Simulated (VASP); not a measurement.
# Hf (P6/mmm) in VASP: notebook

The runs below take Hf through single point, with PBEsol.

All numbers are computed with VASP 6.6.1; they aren't measurements. Logs are shortened: lines on timing, memory, paths and dates and some standing lists are left out, and cuts for length are marked.

### 1 The cell of the first run

Symmetry: P6/mmm, No. 191, hexagonal system. The conventional cell has a = 4.399 Å, b = 4.399 Å, c = 2.726 Å, α = 90.00°, β = 90.00°, γ = 120.00°. Hf (site symmetry 6/mmm) has 14 Hf at 2.73 to 2.88 Å within 3.6 Å. Within 3.4 Å of Hf (site symmetry -6m2) lie 11 Hf at 2.54 to 2.88 Å.

### 2 Single point, PBEsol

INCAR

```
SYSTEM = Hf
PREC = Accurate
ENCUT = 520
EDIFF = 1E-6
ISMEAR = -1
SIGMA = 0.1
LREAL = .False.
LASPH = .True.
NELM = 80
ALGO = Normal
ISIF = 2
LWAVE = .False.
LCHARG = .True.
GGA = PS
LELF = .True.
LVHAR = .True.
NBANDS = 22
```

KPOINTS

```
regular mesh
0
Gamma
  8 8 11
  0 0 0
```

POSCAR

```
Hf
1.0
    4.3985647131      0.0000000000      0.0000000000
   -2.1992823565      3.8092687817      0.0000000000
    0.0000000000      0.0000000000      2.7261632383
Hf
3
Direct
    0.0000000000      0.0000000000      0.0000000000
    0.3333333333      0.6666666667      0.5000000000
    0.6666666667      0.3333333333      0.5000000000
```

Potentials or basis: VASP PAW PBE potentials, release 64 (Hf_pv).

The run is started by

```
cat potpaw_PBE.64/Hf_pv/POTCAR > POTCAR
mpirun -np 1 vasp_std > vasp.out
```

OUTCAR:

```text
SYSTEM = Hf
   PREC = Accurate
   ENCUT = 520
   EDIFF = 1E-6
   ISMEAR = -1
   LREAL = .False.
   LASPH = .True.
   NELM = 80
   ISIF = 2
   GGA = PS

 ion  position               nearest neighbor table
   1  0.000  0.000  0.000-   2 2.88   3 2.88   2 2.88   3 2.88   2 2.88   2 2.88   3 2.88   3 2.88
                             3 2.88   3 2.88   2 2.88   2 2.88
   2  0.333  0.667  0.500-   3 2.54   3 2.54   3 2.54   1 2.88   1 2.88   1 2.88   1 2.88   1 2.88
                             1 2.88   3 3.73   3 3.73   3 3.73   3 3.73   3 3.73   3 3.73
   3  0.667  0.333  0.500-   2 2.54   2 2.54   2 2.54   1 2.88   1 2.88   1 2.88   1 2.88   1 2.88
                             1 2.88   2 3.73   2 3.73   2 3.73   2 3.73   2 3.73   2 3.73

  LATTYP: Found a hexagonal cell.
 ALAT       =     4.3985647131
 C/A-ratio  =     0.6197847289

  Lattice vectors:

 A1 = (   4.3985647131,   0.0000000000,   0.0000000000)
 A2 = (  -2.1992823565,   3.8092687817,   0.0000000000)
 A3 = (   0.0000000000,   0.0000000000,   2.7261632383)

Analysis of symmetry for initial positions (statically):
=====================================================================
 Subroutine PRICEL returns:
 Original cell was already a primitive cell.

 Routine SETGRP: Setting up the symmetry group for a
 hexagonal supercell.

 Subroutine GETGRP returns: Found 24 space group operations
 (whereof 24 operations were pure point group operations)
 out of a pool of 24 trial point group operations.

The static configuration has the point symmetry D_6h.

Analysis of symmetry for dynamics (positions and initial velocities):
=====================================================================
 Subroutine PRICEL returns:
 Original cell was already a primitive cell.

 Routine SETGRP: Setting up the symmetry group for a
 hexagonal supercell.

 Subroutine GETGRP returns: Found 24 space group operations
 (whereof 24 operations were pure point group operations)
 out of a pool of 24 trial point group operations.

The dynamic configuration has the point symmetry D_6h.

 Subroutine INISYM returns: Found 24 space group operations
 (whereof 24 operations are pure point group operations),
 and found     1 'primitive' translations

----------------------------------------------------------------------------------------

                                     Primitive cell

  volume of cell :      45.6777

  direct lattice vectors                    reciprocal lattice vectors
     4.398564713  0.000000000  0.000000000     0.227346888  0.131258787  0.000000000
    -2.199282356  3.809268782  0.000000000     0.000000000  0.262517574  0.000000000
     0.000000000  0.000000000  2.726163238     0.000000000  0.000000000  0.366815892

  length of vectors
     4.398564713  4.398564713  2.726163238     0.262517574  0.262517574  0.366815892

  position of ions in fractional coordinates (direct lattice)
     0.000000000  0.000000000  0.000000000
     0.333333333  0.666666667  0.500000000
     0.666666667  0.333333333  0.500000000

  ion indices of the primitive-cell ions
   primitive index   ion index
                 1           1
                 2           2
                 3           3

----------------------------------------------------------------------------------------

 KPOINTS: regular mesh

Automatic generation of k-mesh.
 Grid dimensions read from file:
 generate k-points for:    8    8   11

 Generating k-lattice:

  Cartesian coordinates                     Fractional coordinates (reciprocal lattice)
     0.028418361  0.016407348  0.000000000     0.125000000 -0.000000000  0.000000000
     0.000000000  0.032814697  0.000000000     0.000000000  0.125000000  0.000000000
     0.000000000  0.000000000  0.033346899     0.000000000  0.000000000  0.090909091

  Length of vectors
     0.032814697  0.032814697  0.033346899

  Shift w.r.t. Gamma in fractional coordinates (k-lattice)
     0.000000000  0.000000000  0.000000000

 Subroutine IBZKPT returns following result:
 ===========================================

 Found     60 irreducible k-points:

 Following reciprocal coordinates:
            Coordinates               Weight
  0.000000  0.000000  0.000000      1.000000
  0.125000 -0.000000  0.000000      6.000000
  0.250000 -0.000000  0.000000      6.000000
  0.375000  0.000000  0.000000      6.000000
  0.500000 -0.000000  0.000000      3.000000
  0.125000  0.125000  0.000000      6.000000
[... 16 lines left out ...]
  0.250000 -0.000000  0.181818     12.000000
  0.375000  0.000000  0.181818     12.000000
 [... further k-points ...]
   k-points           NKPTS =     60   k-points in BZ     NKDIM =     60   number of bands    NBANDS=     22
   number of dos      NEDOS =    301   number of ions     NIONS =      3
   total plane-waves  NPLWV =  25920
   dimension x,y,z NGX =    36 NGY =   36 NGZ =   20
   dimension x,y,z NGXF=    72 NGYF=   72 NGZF=   40
   ions per type =               3
   NGX,Y,Z   is equivalent  to a cutoff of  13.61, 13.61, 12.20 a.u.
   NGXF,Y,Z  is equivalent  to a cutoff of  27.21, 27.21, 24.39 a.u.
 SYSTEM =  Hf
   PREC   = accura    normal or accurate (medium, high low for compatibility)
   ISTART =      0    job   : 0-new  1-cont  2-samecut
   ICHARG =      2    charge: 1-file 2-atom 10-const
   ISPIN  =      1    spin polarized calculation?
   LNONCOLLINEAR =      F non collinear calculations
   LSORBIT =      F    spin-orbit coupling
   LASPH  =      T    aspherical Exc in radial PAW
   ENCUT  =  520.0 eV  38.22 Ry    6.18 a.u.   8.18  8.18  5.07*2*pi/ulx,y,z
   NELM   =     80;   NELMIN=  2; NELMDL= -5     # of ELM steps
   EDIFF  = 0.1E-05   stopping-criterion for ELM
   LREAL  =      F    real-space projection
   EDIFFG = 0.1E-04   stopping-criterion for IOM
   NSW    =      0    number of steps for IOM
   IBRION =     -1    ionic relax: 0-MD 1-quasi-New 2-CG
   NFREE  =      0    steps in history (QN), initial steepest desc. (CG)
   ISIF   =      2    stress and relaxation
   ISYM   =      2    0-nonsym 1-usesym 2-fastsym
   POTIM  = 0.5000    time-step for ionic-motion
   TEBEG  =    0.0;   TEEND  =   0.0 temperature during run
   PSTRESS=    0.0 pullay stress
   NELECT =      30.0000    total number of electrons
   NUPDOWN=      -1.0000    fix difference up-down
   EMIN   =  10.00;   EMAX   =-10.00  energy-range for DOS
   EFERMI =   0.00;   METHOD = LEGACY
   ISMEAR =    -1;   SIGMA  =   0.10  broadening in eV -4-tet -1-fermi 0-gaus
   EFERMI_NEDOS =   21; number of points for ismear=-14 and -15
   IALGO  =     38    algorithm
   IMIX   =      4    mixing-type and parameters
     AMIX     =   0.40;   BMIX     =  1.00
     AMIX_MAG =   1.60;   BMIX_MAG =  1.00
  volume/ion in A,a.u.               =      15.23       102.75
  Fermi-wavevector in a.u.,A,eV,Ry     =   1.423029  2.689135 27.551956  2.025012
  Thomas-Fermi vector in A             =   2.543670
   LORBIT       =      0    0 simple, 1 ext, 2 COOP (PROOUT), +10 PAW based schemes
   GGA     = PS    functional components
   LHFCALC =     F    Hartree Fock is set to
   AEXX    =    0.0000 exact exchange contribution
   IVDW    =     0    specifies the selected vdW correction
   LEPSILON=     F    determine dielectric tensor
   LRPA    =     F    only Hartree local field effects (RPA)
 non-spin polarized calculation
  energy-cutoff  :      520.00
  volume of cell :       45.68
 maximum number of plane-waves:      1250
 NGX is ok and might be reduce to    36
   NGX = 17   NGY = 17   NGZ = 11

 number of electron      30.0000008 magnetization

 Free energy of the ion-electron system (eV)
  ---------------------------------------------------
  ext. energy  EPLUGINS =         0.00000000
  ---------------------------------------------------
  free energy    TOTEN  =       -28.32720142 eV

  energy without entropy =      -28.25732001  energy(sigma->0) =      -28.29226071

 E-fermi :   7.4644     XC(G=0): -13.2808

 val. band max:        7.4527494004   @ k =   0.2500   0.2500   0.0909
 cond. band min:       7.4808535216   @ k =   0.5000  -0.0000   0.1818
 fundamental gap:      0.0281041212
 Fermi energy:         7.4644269000

 k-point     1 :       0.0000    0.0000    0.0000
  band No.  band energies     occupation
      1     -23.2311      2.00000
      2     -23.2311      2.00000
      3     -22.7633      2.00000
      4     -22.7633      2.00000
      5     -21.7257      2.00000
      6     -21.0771      2.00000
[... 14 lines left out ...]
     21      11.1925      0.00000
     22      11.1926      0.00000

 k-point     2 :       0.1250   -0.0000    0.0000
  band No.  band energies     occupation
      1     -23.3997      2.00000
      2     -23.3249      2.00000
      3     -22.5626      2.00000
      4     -22.5269      2.00000
      5     -21.6967      2.00000
      6     -21.0923      2.00000
[... 14 lines left out ...]
     21      10.4912      0.00000
     22      12.2078      0.00000

 k-point     3 :       0.2500   -0.0000    0.0000
  band No.  band energies     occupation
      1     -23.6320      2.00000
      2     -23.3361      2.00000
      3     -22.2431      2.00000
      4     -22.1554      2.00000
      5     -21.6152      2.00000
      6     -21.4792      2.00000
[... 14 lines left out ...]
     21      11.2484      0.00000
     22      13.3424      0.00000
[... 476 lines left out ...]
 k-point    23 :       0.2500   -0.0000    0.1818
  band No.  band energies     occupation
      1     -23.4862      2.00000
      2     -23.2346      2.00000
      3     -22.3016      2.00000
      4     -22.2038      2.00000
      5     -22.0228      2.00000
      6     -21.7864      2.00000
[... 14 lines left out ...]
     21      10.9208      0.00000
     22      13.6741      0.00000

 k-point    24 :       0.3750    0.0000    0.1818
  band No.  band energies     occupation
      1     -23.6285      2.00000
      2     -23.0989      2.00000
      3     -22.4094      2.00000
      4     -21.9940      2.00000
      5     -21.9852      2.00000
      6     -21.6255      2.00000
[... 14 lines left out ...]
     21      11.8746      0.00000
     22      12.8237      0.00000

 [... further k-points ...]

------------------------ aborting loop because EDIFF is reached ----------------------------------------

  FORCE on cell =-STRESS in cart. coord.  units (eV):
  Direction    XX          YY          ZZ          XY          YZ          ZX
  --------------------------------------------------------------------------------------
  -------------------------------------------------------------------------------------
  Total       20.0472020     20.0472020     20.1754852      0.0000000     -0.0000000     -0.0000000
  in kB      703.1692804    703.1692803    707.6688979      0.0000000     -0.0000000     -0.0000000
  external PRESSURE =     704.6691529 kB  Pullay stress =       0.0000000 kB

 VOLUME and BASIS-vectors are now :
 -----------------------------------------------------------------------------
  energy-cutoff  :      520.00
  volume of cell :       45.68
      direct lattice vectors                 reciprocal lattice vectors
     4.398564713  0.000000000  0.000000000     0.227346888  0.131258787  0.000000000
    -2.199282356  3.809268782  0.000000000     0.000000000  0.262517574  0.000000000
     0.000000000  0.000000000  2.726163238     0.000000000  0.000000000  0.366815892

 POSITION                                       TOTAL-FORCE (eV/Angst)
 -----------------------------------------------------------------------------------
      0.00000      0.00000      0.00000        -0.000000      0.000000      0.000000
     -0.00000      2.53951      1.36308        -0.000000      0.000000     -0.000000
      2.19928      1.26976      1.36308         0.000000     -0.000000      0.000000
 -----------------------------------------------------------------------------------
    total drift:                                0.000000      0.000000     -0.000000

  FREE ENERGIE OF THE ION-ELECTRON SYSTEM (eV)
  ---------------------------------------------------
  free  energy   TOTEN  =       -28.3272014154 eV

  energy  without entropy=      -28.2573200137  energy(sigma->0) =      -28.29226071
```

It took 27 s on 1 thread of Intel Xeon 6975P-C, shared host; peak memory 0.2 GiB.

Results:

```yaml
Free_energy: -28.3272 eV
Pressure: 70.5 GPa
Band_gap_on_the_k_mesh: zero (band 15 reaches 8.11 eV, above the bottom of band 16 at 6.87 eV)
```

Levels at points of the mesh, in eV from the Fermi level:
| k point | band 12 | band 13 | band 14 | band 15 | band 16 | band 17 | band 18 | band 19 |
| --- | --- | --- | --- | --- | --- | --- | --- | --- |
| (0.00, 0.00, 0.00) | -0.62 | -0.28 | -0.28 | -0.15 | -0.15 | 1.28 | 2.70 | 2.70 |
| (0.50, 0.00, 0.00) | -4.32 | -1.20 | -1.10 | -0.74 | -0.15 | 1.17 | 1.75 | 3.46 |

Caveat: the PAW data sets were made with another functional, which shifts forces and pressure a little; spin-orbit coupling is left out, which moves the levels of the heavy elements.

### 3 Single point, PBEsol

INCAR

```
PREC = Accurate
ENCUT = 520
EDIFF = 1E-7
ISMEAR = -1
SIGMA = 0.1
LREAL = False
LASPH = True
NELM = 100
ALGO = Normal
ISIF = 2
LWAVE = False
LCHARG = False
GGA = PS
NBANDS = 22
```

KPOINTS

```
regular mesh
0
Gamma
  8 8 11
```

POSCAR

```
Hf
1.0
    4.3992705834      0.0000000000      0.0000000000
   -2.1996352917      3.8098800834      0.0000000000
    0.0000000000      0.0000000000      2.7262931315
Hf
3
Direct
    0.0000000000      0.0000000000      0.0000000000
    0.3333333333      0.6666666667      0.5000000000
    0.6666666667      0.3333333333      0.5000000000
```

Potentials or basis: VASP PAW PBE potentials, release 64 (Hf_pv).

The run is started by

```
cat potpaw_PBE.64/Hf_pv/POTCAR > POTCAR
mpirun -np 1 vasp_std > vasp.out
```

OUTCAR:

```text
PREC = Accurate
   ENCUT = 520
   EDIFF = 1E-7
   ISMEAR = -1
   LREAL = False
   LASPH = True
   NELM = 100
   ISIF = 2
   GGA = PS

 ion  position               nearest neighbor table
   1  0.000  0.000  0.000-   2 2.88   3 2.88   2 2.88   3 2.88   3 2.88   3 2.88   2 2.88   2 2.88
                             3 2.88   3 2.88   2 2.88   2 2.88
   2  0.333  0.667  0.500-   3 2.54   3 2.54   3 2.54   1 2.88   1 2.88   1 2.88   1 2.88   1 2.88
                             1 2.88   3 3.73   3 3.73   3 3.73   3 3.73   3 3.73   3 3.73
   3  0.667  0.333  0.500-   2 2.54   2 2.54   2 2.54   1 2.88   1 2.88   1 2.88   1 2.88   1 2.88
[... 802 lines left out ...]
  -------------------------------------------------------------------------------------
  Total       20.0147249     20.0147249     20.1574329      0.0000000     -0.0000000      0.0000000
  in kB      701.7714206    701.7714206    706.7751566      0.0000000     -0.0000000      0.0000000
  external PRESSURE =     703.4393326 kB  Pullay stress =       0.0000000 kB

 VOLUME and BASIS-vectors are now :
 -----------------------------------------------------------------------------
  energy-cutoff  :      520.00
  volume of cell :       45.69
      direct lattice vectors                 reciprocal lattice vectors
     4.399270583  0.000000000  0.000000000     0.227310410  0.131237726  0.000000000
    -2.199635292  3.809880083  0.000000000     0.000000000  0.262475453  0.000000000
     0.000000000  0.000000000  2.726293131     0.000000000  0.000000000  0.366798415

 POSITION                                       TOTAL-FORCE (eV/Angst)
 -----------------------------------------------------------------------------------
      0.00000      0.00000      0.00000         0.000000      0.000000      0.000000
     -0.00000      2.53992      1.36315        -0.000000      0.000000     -0.000000
      2.19964      1.26996      1.36315         0.000000     -0.000000      0.000000
 -----------------------------------------------------------------------------------
    total drift:                                0.000000      0.000000     -0.000000

  FREE ENERGIE OF THE ION-ELECTRON SYSTEM (eV)
  ---------------------------------------------------
  free  energy   TOTEN  =       -28.3345950648 eV

  energy  without entropy=      -28.2646890617  energy(sigma->0) =      -28.29964206
```

stdout:

```text
POSCAR found type information on POSCAR Hf
 POSCAR found :  1 types and       3 ions
 scaLAPACK will be used
 -----------------------------------------------------------------------------
|                                                                             |
|                                                                             |
|     You enforced a specific xc type in the INCAR file but a different       |
|     I HOPE YOU KNOW WHAT YOU ARE DOING!                                     |
|                                                                             |
 -----------------------------------------------------------------------------

 LDA part: xc-table for (Slater+PW92), standard interpolation
 POSCAR, INCAR and KPOINTS ok, starting setup
 FFT: planning ... GRIDC
 FFT: planning ... GRID_SOFT
 FFT: planning ... GRID
 WAVECAR not read
 entering main loop
```

Run time: 26 s. Hardware: 1 thread of Intel Xeon 6975P-C, shared host; peak memory 0.19 GiB.

Results:

```
Free energy            : -28.3346 eV
Pressure               : 70.3 GPa
Band gap on the k mesh : zero (band 15 reaches 8.11 eV, above the bottom of band 16 at 6.87 eV)
```

Stress tensor (GPa, compression positive):
```
70.18  0.00  0.00
 0.00 70.18  0.00
 0.00  0.00 70.68
```

Caveat: the PAW data sets were made with another functional, which shifts forces and pressure a little; spin-orbit coupling is left out, which moves the levels of the heavy elements.
